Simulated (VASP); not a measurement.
Crystal: ReRh2.

```xyz
3
Lattice="4.1890 0.0000 0.0000 -2.0945 3.6278 0.0000 0.0000 0.0000 2.6629" Properties=species:S:1:pos:R:3 pbc="T T T"
Re    0.0000    0.0000    0.0000
Rh    0.0000    2.4185    1.3315
Rh    2.0945    1.2093    1.3315
```

| Item | Value |
| --- | --- |
| Program | VASP 6.6.1 |
| Task | relaxation of cell and atoms |
| Functional | PBE |
| Potentials or basis | VASP PAW PBE potentials, release 64 (Re, Rh_pv) |
| Cutoff | 600 eV |
| k mesh | 6 × 6 × 6 |
| Occupations | gaussian, width 0.1 eV |
| Spin | no spin polarisation |

At the start: pressure 23.2 GPa; volume 13.49 Å³/atom.

Problem. Where does the relaxation end?

Solution. Over 7 steps the energy falls by 68.5 meV/atom and the volume is 14.37 Å³/atom (+6.6 %); space group P6/mmm (No. 191, to 0.1 Å) before and after.

Step by step:
| step | energy change (eV) | largest force (eV/Å) | pressure (GPa) | volume (Å³) |
| --- | --- | --- | --- | --- |
| 1 | 0.0000 | 0.0000 | 23.21 | 40.47 |
| 2 | 1.2012 | 0.0000 | -36.39 | 52.98 |
| 3 | -0.1999 | 0.0000 | -2.41 | 43.53 |
| 4 | -0.2016 | 0.0000 | -0.70 | 43.28 |
| 5 | -0.2016 | 0.0000 | -0.36 | 43.23 |
| 6 | -0.2042 | 0.0000 | 0.64 | 43.06 |
| 7 | -0.2056 | 0.0000 | 0.20 | 43.12 |

Final structure:
```yaml
crystal:
  lattice:
    - [4.31060, 0.00000, 0.00000]
    - [-2.15530, 3.73309, 0.00000]
    - [0.00000, 0.00000, 2.67964]
  atoms:
    - { symbol: Re, position: [0.00000, 0.00000, 0.00000] }
    - { symbol: Rh, position: [0.33333, 0.66667, 0.50000] }
    - { symbol: Rh, position: [0.66667, 0.33333, 0.50000] }
```

Caveat: the k points lie up to 0.39 Å⁻¹ apart in the final cell, too coarse for converged energies and pressures of a metal.
